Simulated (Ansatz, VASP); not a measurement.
**One calculation of SiC, two programs**

```
Si C
1.0
     3.92370    0.00000    0.00000
    -1.96185    3.39802    0.00000
     0.00000    0.00000    3.45637
Si C
2 2
Direct
  0.33333 0.66667 0.50000
  0.66667 0.33333 0.50000
  0.33333 0.66667 0.00000
  0.66667 0.33333 0.00000
```

Alike in both runs: task relaxation of cell and atoms; functional PBE; k mesh 6 × 6 × 6; occupations gaussian, width 0.1 eV; no spin polarisation.

|  | VASP | Ansatz |
| --- | --- | --- |
| version | VASP 6.6.1 | Ansatz 0.2.0 |
| potentials or method | VASP PAW PBE potentials, release 64 (Si, C), cutoff 600 eV | scalar-relativistic, plane waves, PAW |
| valence electrons in the cell | 16 | 16 |

Ansatz gave:

```
gap on the k mesh at the Fermi level, each at its own relaxed structure (eV) : none
relaxed volume (Å³/atom)                                                     : 13.76
relaxed cell length with the largest relative difference (Å)                 : 3.990
```

**Question.** Which values does VASP return?

**Answer.** gap on the k mesh at the Fermi level, each at its own relaxed structure (eV): none; relaxed volume (Å³/atom): 13.76; relaxed cell length with the largest relative difference (Å): 3.989.

A gap of «none» marks a metal or a gap that the smearing closes.

Noted on VASP's run: the volume moved by over 15 % at a fixed basis, so the end points are rough.
